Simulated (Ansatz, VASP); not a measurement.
One calculation of LiMgBN2, two programs

The input INCAR:

```
SYSTEM = LiMgBN2
PREC = Accurate
ENCUT = 520
EDIFF = 1E-6
ISMEAR = 0
SIGMA = 0.05
LREAL = .False.
LASPH = .True.
NELM = 80
ALGO = Normal
ISIF = 2
LWAVE = .False.
LCHARG = .True.
GGA = PE
LELF = .True.
LVHAR = .True.
NBANDS = 17
```

Contents of KPOINTS:

```
regular mesh
0
Gamma
  8 8 8
  0 0 0
```

File POSCAR:

```
LiMgBN2
1.0
   -1.8332697600      1.8332697600      4.7990037600
    1.8332697600     -1.8332697600      4.7990037600
    1.8332697600      1.8332697600     -4.7990037600
Li Mg B N
1 1 1 2
Direct
    0.2500000000      0.7500000000      0.5000000000
    0.7500000000      0.2500000000      0.5000000000
    0.5000000000      0.5000000000      0.0000000000
    0.6512635000      0.6512635000      0.0000000000
    0.3487365000      0.3487365000      0.0000000000
```

Input for Ansatz:

```yaml
crystal:
  lattice:
    - [-1.83326976, 1.83326976, 4.79900376]
    - [1.83326976, -1.83326976, 4.79900376]
    - [1.83326976, 1.83326976, -4.79900376]
  atoms:
    - { symbol: Li, position: [0.25, 0.75, 0.5] }
    - { symbol: Mg, position: [0.75, 0.25, 0.5] }
    - { symbol: B, position: [0.5, 0.5, 0.0] }
    - { symbol: "N", position: [0.6512635, 0.6512635, 0.0] }
    - { symbol: "N", position: [0.3487365, 0.3487365, 0.0] }
basis:
  ecutwfc: 420
kpoints:
  mp_grid: { grid: [8, 8, 8] }
hamiltonian:
  xc: pbe
scf:
  occupations: { method: gaussian, width: 0.05 }
output:
  forces: true
  stress: true
  eigenvalues: true
```

Change from the starting cell: strain -0.040 along x and y, +0.080 along z, atoms carried along.

Alike in both runs: task single point; functional PBE; k mesh 8 × 8 × 8; occupations gaussian, width 0.05 eV; no spin polarisation.

|  | VASP | Ansatz |
| --- | --- | --- |
| version | VASP 6.6.1 | Ansatz 0.2.0 |
| potentials or method | VASP PAW PBE potentials, release 64 (Li_sv, Mg, B, N), cutoff 520 eV | scalar-relativistic, plane waves, PAW |
| valence electrons in the cell | 18 | 26 |

VASP gave:

| Item | Value |
| --- | --- |
| gap on the k mesh at the Fermi level (eV) | 2.67 |
| least direct gap on the mesh (eV) | 3.77 |
| rms of the force components (eV/Å) | 1.540 |

Estimate Ansatz's values.

gap on the k mesh at the Fermi level (eV): 2.67; least direct gap on the mesh (eV): 3.77; rms of the force components (eV/Å): 1.545.

Atom by atom the forces differ by 0.004 eV/Å (rms over components). VASP's potentials hold 18 valence electrons a cell and Ansatz's 26, so a difference there can come from the potentials and not from the codes.

Noted on VASP's run: the cutoff is short for stress, so the pressure is rough.
